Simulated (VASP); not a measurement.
Input of a VASP 6.6.1 run:

Contents of INCAR:

```
SYSTEM = B
ALGO = Normal
EDIFF = 1E-6
ENCUT = 520
GGA = PE
ISIF = 2
ISMEAR = 0
LASPH = .True.
LCHARG = .True.
LELF = .True.
LREAL = .False.
LVHAR = .True.
LWAVE = .False.
NBANDS = 10
NELM = 60
PREC = Accurate
SIGMA = 0.1
```

The input KPOINTS:

```
k-points
0
Gamma
  24 24 28
  0 0 0
```

File POSCAR:

```
B
1.0
    3.0112137415      0.0000000000      0.0000000000
   -1.5056068707      2.6077875963      0.0000000000
    0.0000000000      0.0000000000      1.9354742304
B
2
Direct
    0.6666666667      0.3333333333      0.0000000000
    0.3333333333      0.6666666667      0.0000000000
```

Potentials or basis: VASP PAW PBE potentials, release 64 (B).

The run is started by

```console
$ cat potpaw_PBE.64/B/POTCAR > POTCAR
$ mpirun -np 1 vasp_std > vasp.out
```

**Question.** Predict the pressure.

**Answer.** 0.0 GPa.

**Question.** Predict the band gap on the k mesh.

**Answer.** Zero (bands 3 and 4 overlap by 5.05 eV).
